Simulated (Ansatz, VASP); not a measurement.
# Ge: VASP beside Ansatz

```
Ge
1.0
     4.03756    0.00000    0.00000
    -2.01878    3.49663    0.00000
     0.00000    0.00000    6.59938
Ge
4
Direct
  0.66667 0.33333 0.06290
  0.33333 0.66667 0.56290
  0.66667 0.33333 0.43710
  0.33333 0.66667 0.93710
```

Change from the starting cell: equal xx and yy strain of +1 %.

Alike in both runs: task single point; functional PBEsol; k mesh 11 × 11 × 6; occupations fermi-dirac, width 0.05 eV; no spin polarisation.

|  | VASP | Ansatz |
| --- | --- | --- |
| version | VASP 6.6.1 | Ansatz 0.2.0 |
| potentials or method | VASP PAW PBE potentials, release 64 (Ge_d), cutoff 520 eV | all-electron LAPW, scalar-relativistic |

Ansatz gave:

```
pressure (GPa)                                                : -1.3
traceless stress, the component that is largest in VASP (GPa) : 1.02
rms of the force components (eV/Å)                            : 0.055
```

**Question.** What did VASP give for the same quantities?

**Answer.** Pressure (GPa): -1.4; traceless stress, the component that is largest in VASP (GPa): 1.03; rms of the force components (eV/Å): 0.054.

VASP's potentials were made for PBE, not for PBEsol. Atom by atom the forces differ by 0.000 eV/Å (rms over components). Ansatz ran all-electron here, and VASP with PAW potentials.
